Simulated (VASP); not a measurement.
# CH in VASP: relaxation of the atoms with PBE+D3(BJ)

Aim: the relaxation of the atoms of CH with PBE+D3(BJ).

All numbers are computed with VASP 6.6.1; they aren't measurements. Logs are shortened: lines on timing, memory, paths and dates and some standing lists are left out, and cuts for length are marked.

**1. The cell of the first run**

The cell holds a molecule in a box, 2 atoms: a = 15.000 Å, b = 15.500 Å, c = 16.000 Å, α = 90.00°, β = 90.00°, γ = 90.00°.

**2. Relaxation of the atoms, PBE+D3(BJ), collinear spin, ferromagnetic start**

INCAR reads:

```
  PREC = Accurate
  ENCUT = 520
  EDIFF = 1E-6
  ISMEAR = 0
  SIGMA = 0.005
  LREAL = F
  LASPH = T
  NELM = 150
  ALGO = Normal
  ISIF = 2
  LWAVE = F
  LCHARG = F
  ISPIN = 2
  MAGMOM = 1 0
  LORBIT = 11
  GGA = PE
  IVDW = 12
  IBRION = 2
  NSW = 100
  EDIFFG = -0.01
  ISYM = 0
```

KPOINTS reads:

```
Automatic mesh
0
Gamma
  1 1 1
```

POSCAR reads:

```
HC
1.0
   15.0000000000      0.0000000000      0.0000000000
    0.0000000000     15.5000000000      0.0000000000
    0.0000000000      0.0000000000     16.0000000000
C H
1 1
Direct
    0.5017982093      0.4990469909      0.4667333543
    0.4982017907      0.5009530091      0.5332666457
```

Potentials or basis: VASP PAW PBE potentials, release 64 (C, H).

Launch:

```bash
cat potpaw_PBE.64/C/POTCAR potpaw_PBE.64/H/POTCAR > POTCAR
mpirun -np 1 vasp_gam > vasp.out
```

OUTCAR:

```text
PREC = Accurate
   ENCUT = 520
   EDIFF = 1E-6
   ISMEAR = 0
   LREAL = F
   LASPH = T
   NELM = 150
   ISIF = 2
   ISPIN = 2
   LORBIT = 11
   GGA = PE
   IVDW = 12
   IBRION = 2
   NSW = 100
   EDIFFG = -0.01
   ISYM = 0
 IVDW          = 12

 ion  position               nearest neighbor table
   1  0.502  0.499  0.467-   2 1.07
   2  0.498  0.501  0.533-   1 1.07

IMPORTANT INFORMATION: All symmetrisations will be switched off!
NOSYMM: (Re-)initialisation of all symmetry stuff for point group C_1.

----------------------------------------------------------------------------------------

                                     Primitive cell

  volume of cell :    3720.0000

  direct lattice vectors                    reciprocal lattice vectors
    15.000000000  0.000000000  0.000000000     0.066666667  0.000000000  0.000000000
     0.000000000 15.500000000  0.000000000     0.000000000  0.064516129  0.000000000
     0.000000000  0.000000000 16.000000000     0.000000000  0.000000000  0.062500000

  length of vectors
    15.000000000 15.500000000 16.000000000     0.066666667  0.064516129  0.062500000

  position of ions in fractional coordinates (direct lattice)
     0.501798209  0.499046991  0.466733354
     0.498201791  0.500953009  0.533266646

  ion indices of the primitive-cell ions
   primitive index   ion index
                 1           1
                 2           2

----------------------------------------------------------------------------------------

 KPOINTS: Automatic mesh

Automatic generation of k-mesh.
 Grid dimensions read from file:
 generate k-points for:    1    1    1

 Generating k-lattice:

  Cartesian coordinates                     Fractional coordinates (reciprocal lattice)
     0.066666667  0.000000000  0.000000000     1.000000000  0.000000000  0.000000000
     0.000000000  0.064516129  0.000000000     0.000000000  1.000000000  0.000000000
     0.000000000  0.000000000  0.062500000     0.000000000  0.000000000  1.000000000

  Length of vectors
     0.066666667  0.064516129  0.062500000

  Shift w.r.t. Gamma in fractional coordinates (k-lattice)
     0.000000000  0.000000000  0.000000000

 Subroutine IBZKPT returns following result:
 ===========================================

 Found      1 irreducible k-points:

 Following reciprocal coordinates:
            Coordinates               Weight
  0.000000  0.000000  0.000000      1.000000
   k-points           NKPTS =      1   k-points in BZ     NKDIM =      1   number of bands    NBANDS=      7
   number of dos      NEDOS =    301   number of ions     NIONS =      2
   total plane-waves  NPLWV = ******
   dimension x,y,z NGX =   112 NGY =  120 NGZ =  120
   dimension x,y,z NGXF=   224 NGYF=  240 NGZF=  240
   ions per type =               1   1
   NGX,Y,Z   is equivalent  to a cutoff of  12.41, 12.87, 12.47 a.u.
   NGXF,Y,Z  is equivalent  to a cutoff of  24.83, 25.74, 24.94 a.u.
 SYSTEM =  unknown system
   PREC   = accura    normal or accurate (medium, high low for compatibility)
   ISTART =      0    job   : 0-new  1-cont  2-samecut
   ICHARG =      2    charge: 1-file 2-atom 10-const
   ISPIN  =      2    spin polarized calculation?
   LNONCOLLINEAR =      F non collinear calculations
   LSORBIT =      F    spin-orbit coupling
   LASPH  =      T    aspherical Exc in radial PAW
   ENCUT  =  520.0 eV  38.22 Ry    6.18 a.u.  27.89 28.82 29.75*2*pi/ulx,y,z
   NELM   =    150;   NELMIN=  2; NELMDL= -5     # of ELM steps
   EDIFF  = 0.1E-05   stopping-criterion for ELM
   LREAL  =      F    real-space projection
   EDIFFG = -.1E-01   stopping-criterion for IOM
   NSW    =    100    number of steps for IOM
   IBRION =      2    ionic relax: 0-MD 1-quasi-New 2-CG
   NFREE  =      1    steps in history (QN), initial steepest desc. (CG)
   ISIF   =      2    stress and relaxation
   ISYM   =      0    0-nonsym 1-usesym 2-fastsym
   POTIM  = 0.5000    time-step for ionic-motion
   TEBEG  =    0.0;   TEEND  =   0.0 temperature during run
   PSTRESS=    0.0 pullay stress
   NELECT =       5.0000    total number of electrons
   NUPDOWN=      -1.0000    fix difference up-down
   EMIN   =  10.00;   EMAX   =-10.00  energy-range for DOS
   EFERMI =   0.00;   METHOD = LEGACY
   ISMEAR =     0;   SIGMA  =   0.01  broadening in eV -4-tet -1-fermi 0-gaus
   EFERMI_NEDOS =   21; number of points for ismear=-14 and -15
   IALGO  =     38    algorithm
   IMIX   =      4    mixing-type and parameters
     AMIX     =   0.40;   BMIX     =  1.00
     AMIX_MAG =   1.60;   BMIX_MAG =  1.00
  volume/ion in A,a.u.               =    1860.00     12551.90
  Fermi-wavevector in a.u.,A,eV,Ry     =   0.180669  0.341415  0.444112  0.032641
  Thomas-Fermi vector in A             =   0.906350
   LORBIT       =     11    0 simple, 1 ext, 2 COOP (PROOUT), +10 PAW based schemes
   GGA     = PE    functional components
   LHFCALC =     F    Hartree Fock is set to
   AEXX    =    0.0000 exact exchange contribution
   IVDW    =    12    specifies the selected vdW correction
   LEPSILON=     F    determine dielectric tensor
   LRPA    =     F    only Hartree local field effects (RPA)
 conjugate gradient relaxation of ions
 spin polarized calculation
 Gauss-broadening in eV      SIGMA  =   0.01
  energy-cutoff  :      520.00
  volume of cell :     3720.00
 maximum number of plane-waves:     50071
 NGX is ok and might be reduce to   112
   NGX = 55   NGY = 57   NGZ = 59

--------------------------------------- Ionic step        1  -------------------------------------------

 number of electron       5.0000000 magnetization       1.0000000

 Free energy of the ion-electron system (eV)
  ---------------------------------------------------
  ext. energy  EPLUGINS =         0.00000000
  ---------------------------------------------------
  free energy    TOTEN  =        -6.09915336 eV

  energy without entropy =       -6.09915336  energy(sigma->0) =       -6.09915336

------------------------ aborting loop because EDIFF is reached ----------------------------------------

 Edisp (eV)   -0.00690

 E8    (eV) :    -0.0019

  FORCE on cell =-STRESS in cart. coord.  units (eV):
  Direction    XX          YY          ZZ          XY          YZ          ZX
  --------------------------------------------------------------------------------------
  -------------------------------------------------------------------------------------
  Total      -0.01885    -0.02077     2.33792    -0.00410     0.06560    -0.11995
  in kB      -0.00812    -0.00895     1.00693    -0.00177     0.02825    -0.05166
  external pressure =        0.33 kB  Pullay stress =        0.00 kB

 VOLUME and BASIS-vectors are now :
 -----------------------------------------------------------------------------
  energy-cutoff  :      520.00
  volume of cell :     3720.00
      direct lattice vectors                 reciprocal lattice vectors
    15.000000000  0.000000000  0.000000000     0.066666667  0.000000000  0.000000000
     0.000000000 15.500000000  0.000000000     0.000000000  0.064516129  0.000000000
     0.000000000  0.000000000 16.000000000     0.000000000  0.000000000  0.062500000
[... 81 lines left out ...]
 POSITION                                       TOTAL-FORCE (eV/Angst)
 -----------------------------------------------------------------------------------
      7.52882      7.73423      7.43163        -0.001000      0.001012      0.036323
      7.47118      7.76577      8.56837         0.001000     -0.001012     -0.036323
 -----------------------------------------------------------------------------------
    total drift:                               -0.000049      0.000257      0.000061

  FREE ENERGIE OF THE ION-ELECTRON SYSTEM (eV)
  ---------------------------------------------------
  free  energy   TOTEN  =        -6.1796538663 eV

  energy  without entropy=       -6.1796538663  energy(sigma->0) =       -6.17965387

--------------------------------------- Ionic step        4  -------------------------------------------

 number of electron       5.0000001 magnetization       0.9999999

 Free energy of the ion-electron system (eV)
  ---------------------------------------------------
  ext. energy  EPLUGINS =         0.00000000
  ---------------------------------------------------
  free energy    TOTEN  =        -6.17276905 eV

  energy without entropy =       -6.17276905  energy(sigma->0) =       -6.17276905

 E-fermi :  -5.8595     XC(G=0):  -0.1745

 val. band max:       -5.9240166688   @ k =   0.0000   0.0000   0.0000
 cond. band min:      -5.3283371491   @ k =   0.0000   0.0000   0.0000
 fundamental gap:      0.5956795197
 Fermi energy:        -5.8595399057

 spin component 1

 k-point     1 :       0.0000    0.0000    0.0000
  band No.  band energies     occupation
      1     -16.0132      1.00000
      2      -7.6330      1.00000
      3      -5.9240      1.00000
      4      -5.3283      0.00000
      5      -0.4728      0.00000
      6       0.1761      0.00000
      7       0.4609      0.00000
 Fermi energy:        -5.8595399057

 spin component 2

 k-point     1 :       0.0000    0.0000    0.0000
  band No.  band energies     occupation
      1     -15.0159      1.00000
      2      -7.1666      1.00000
      3      -4.8276      0.00000
      4      -3.3080      0.00000
      5      -0.2849      0.00000
      6       0.2373      0.00000
      7       0.5080      0.00000

------------------------ aborting loop because EDIFF is reached ----------------------------------------

 Edisp (eV)   -0.00691

 E8    (eV) :    -0.0019

  FORCE on cell =-STRESS in cart. coord.  units (eV):
  Direction    XX          YY          ZZ          XY          YZ          ZX
  --------------------------------------------------------------------------------------
  -------------------------------------------------------------------------------------
  Total      -0.02373    -0.02105    -0.02434    -0.00051     0.00002    -0.00017
  in kB      -0.01022    -0.00907    -0.01048    -0.00022     0.00001    -0.00007
  external pressure =       -0.01 kB  Pullay stress =        0.00 kB
[... 10 lines left out ...]
 POSITION                                       TOTAL-FORCE (eV/Angst)
 -----------------------------------------------------------------------------------
      7.52879      7.73425      7.43236         0.000857      0.000033     -0.000359
      7.47121      7.76575      8.56764        -0.000857     -0.000033      0.000359
 -----------------------------------------------------------------------------------
    total drift:                               -0.000074      0.000339      0.000054

  FREE ENERGIE OF THE ION-ELECTRON SYSTEM (eV)
  ---------------------------------------------------
  free  energy   TOTEN  =        -6.1796788168 eV

  energy  without entropy=       -6.1796788168  energy(sigma->0) =       -6.17967882

 reached required accuracy - stopping structural energy minimisation

 total charge

# of ion       s       p       d       tot
------------------------------------------
    1        1.010   1.110   0.000   2.119
    2        0.628   0.040   0.000   0.668
--------------------------------------------------
tot          1.637   1.149   0.000   2.787

 magnetization (x)

# of ion       s       p       d       tot
------------------------------------------
    1        0.022   0.466   0.000   0.488
    2       -0.011   0.007   0.000  -0.004
--------------------------------------------------
tot          0.011   0.474   0.000   0.485
```

Wall time 50 min (1 thread of AMD EPYC 7R43 (Zen 3), shared host); peak memory 3.5 GiB.

What came out:

```yaml
Free_energy: -6.1797 eV
Energy_gained_by_relaxing: 36.8 meV/atom
Ionic_steps: 4
Gap_between_the_frontier_levels: 0.60 eV
Net_moment: 1.00 μB per cell
Site_moments: C +0.49; H -0.00 μB
Valence_electrons_inside_the_program's_atomic_spheres: C 2.12; H 0.67
Dispersion_energy_per_atom: -0.003 eV
```

Step by step:
```
step  energy change (eV)  largest force (eV/Å)  pressure (GPa)
   1              0.0000                2.2253            0.03
   2              0.1290                2.4621           -0.05
   3             -0.0736                0.0364            0.00
   4             -0.0736                0.0009            0.00
```

Final structure:
```
C H
1.0
    15.00000    0.00000    0.00000
     0.00000   15.50000    0.00000
     0.00000    0.00000   16.00000
C H
1 1
Direct
  0.50192 0.49898 0.46452
  0.49808 0.50102 0.53548
```
